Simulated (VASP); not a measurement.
Wanted: the native input for a VASP 6.6.1 run.

```yaml
Task: single point
Functional: PBE
Potentials_or_basis: VASP PAW PBE potentials, release 64 (Sr_sv, Ti_sv, O_h)
Cutoff: 910 eV
k_mesh: 8 × 8 × 8
Occupations: gaussian, width 0.02 eV
Spin: no spin polarisation
Hubbard_terms: Ti d U = 4.0 eV
Dipole_correction: no
Further_INCAR_settings: ALGO = Normal; EDIFF = 1e-06; NBANDS = 28
```

The structure of SrTiO3 lies in POSCAR:

```
SrTiO3
1.0
    3.9246270848      0.0000000000      0.0000000000
    0.0000000000      3.9246270848      0.0000000000
    0.0000000000      0.0000000000      3.9246270848
Sr Ti O
1 1 3
Direct
    0.0000000000      0.0000000000      0.0000000000
    0.5000000000      0.5000000000      0.5000000000
    0.5000000000      0.0000000000      0.5000000000
    0.5000000000      0.5000000000      0.0000000000
    0.0000000000      0.5000000000      0.5000000000
```

One way to write it, as run:

INCAR

```
PREC = Accurate
ENCUT = 910
EDIFF = 1E-6
ISMEAR = 0
SIGMA = 0.02
LREAL = False
LASPH = True
NELM = 200
ALGO = Normal
ISIF = 2
LWAVE = False
LCHARG = False
LMAXMIX = 4
LDAU = True
LDAUTYPE = 2
LDAUL = -1 2 -1
LDAUU = 0 4 0
LDAUJ = 0 0 0
LDAUPRINT = 1
GGA = PE
NBANDS = 28
GGA_COMPAT = False
```

KPOINTS

```
Automatic mesh
0
Gamma
  8 8 8
```

Potentials or basis: VASP PAW PBE potentials, release 64 (Sr_sv, Ti_sv, O_h).

Command:

```bash
$ cat potpaw_PBE.64/Sr_sv/POTCAR potpaw_PBE.64/Ti_sv/POTCAR potpaw_PBE.64/O_h/POTCAR > POTCAR
$ mpirun -np 1 vasp_std > vasp.out
```

It gave:

* Pressure: 5.5 GPa
* Band gap on the k mesh: 2.35 eV (least direct gap 2.77 eV)

Caveat: the cutoff is under 1.25 times the usual one of these potentials, so pressure, stress and relaxed cells hold a basis-set (Pulay) error; the cell stands under pressure.

It took 57 s on 1 thread of Intel(R) Xeon(R) 6975P-C (Granite Rapids), with other jobs on the host, peak memory 0.33 GiB.
